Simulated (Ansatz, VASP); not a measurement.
Given: the input of a run of VASP 6.6.1 on TiCo.

The input POSCAR:

```
TiCo
1.0
    2.9660693728      0.0000000000      0.0000000000
    0.0000000000      2.9660693728      0.0000000000
    0.0000000000      0.0000000000      2.9660693728
Co Ti
1 1
Direct
    0.5000000000      0.5000000000      0.5000000000
    0.0000000000      0.0000000000      0.0000000000
```

Contents of INCAR.step1:

```
  PREC = Accurate
  ENCUT = 520
  ISMEAR = -1
  SIGMA = 0.05
  LREAL = F
  LASPH = T
  NELM = 150
  ISPIN = 2
  MAGMOM = 2 1
  LMAXMIX = 4
  NBANDS = 22
  GGA = PE
  ALGO = Normal
  EDIFF = 1E-4
  LWAVE = T
  LCHARG = F
```

File INCAR.step2:

```
  PREC = Accurate
  ENCUT = 520
  EDIFF = 1E-6
  ISMEAR = -1
  SIGMA = 0.05
  LREAL = F
  LASPH = T
  NELM = 150
  ALGO = Normal
  ISIF = 2
  LWAVE = F
  LCHARG = F
  ISPIN = 2
  MAGMOM = 2 1
  LORBIT = 11
  LMAXMIX = 4
  METAGGA = R2SCAN
  LMIXTAU = T
  NBANDS = 22
  ISTART = 1
```

The input KPOINTS:

```
Automatic mesh
0
Gamma
  9 9 9
```

Potentials or basis: VASP PAW PBE potentials, release 64 (Co, Ti_sv).

Command:

```sh
$ cat potpaw_PBE.64/Co/POTCAR potpaw_PBE.64/Ti_sv/POTCAR > POTCAR
$ cp INCAR.step1 INCAR
$ mpirun -np 1 vasp_std > vasp.out
$ cp INCAR.step2 INCAR
$ mpirun -np 1 vasp_std > vasp.out
```

Problem. Translate it to Ansatz 0.2.0. Potentials there: Ansatz PAW.

Solution. As run (the cutoff follows the program's own potentials):

input.yaml

```yaml
crystal:
  lattice:
    - [2.9660693728, 0.0, 0.0]
    - [0.0, 2.9660693728, 0.0]
    - [0.0, 0.0, 2.9660693728]
  atoms:
    - { symbol: Co, position: [0.5, 0.5, 0.5], spin: 2.0 }
    - { symbol: Ti, position: [0.0, 0.0, 0.0], spin: 1.0 }
hamiltonian:
  xc: r2scan
  pseudopotentials: { kind: paw }
magnetization:
  spin_polarized: true
kpoints:
  mp_grid: { grid: [9, 9, 9] }
scf:
  occupations: { method: fermi_dirac, width: 0.05 }
output:
  forces: true
  stress: true
  eigenvalues: true
```

Potentials or basis: Ansatz PAW.

Run with:

```sh
$ ansatz run input.yaml --threads 2 --pin off --max-ram 5632MiB --backend cpu --events-out ev --progress --plain --runs-dir out
```

Both were run:

|  | VASP | Ansatz | Ansatz less VASP |
| --- | --- | --- | --- |
| gap on the k mesh at the Fermi level (eV) | none | none | - |
| pressure (GPa) | 4.0 | 3.7 | -0.31 |
| net moment per atom (μB) | 0.43 | 0.43 | 0.000 |
| size of the moment on the site where the two differ most (μB) | 1.32 | 1.35 | +0.029 |

VASP's potentials were made for PBE, not for r2SCAN. Site moments also hang on the region over which each program counts them. A gap of «none» marks a metal or a gap that the smearing closes. The functional is the same, so the differences come from potentials, cutoffs and numerics. VASP's potentials hold 21 valence electrons a cell and Ansatz's 29, so a difference there can come from the potentials and not from the codes.

Noted on Ansatz's run: the magnetic or orbital state may not be the lowest.
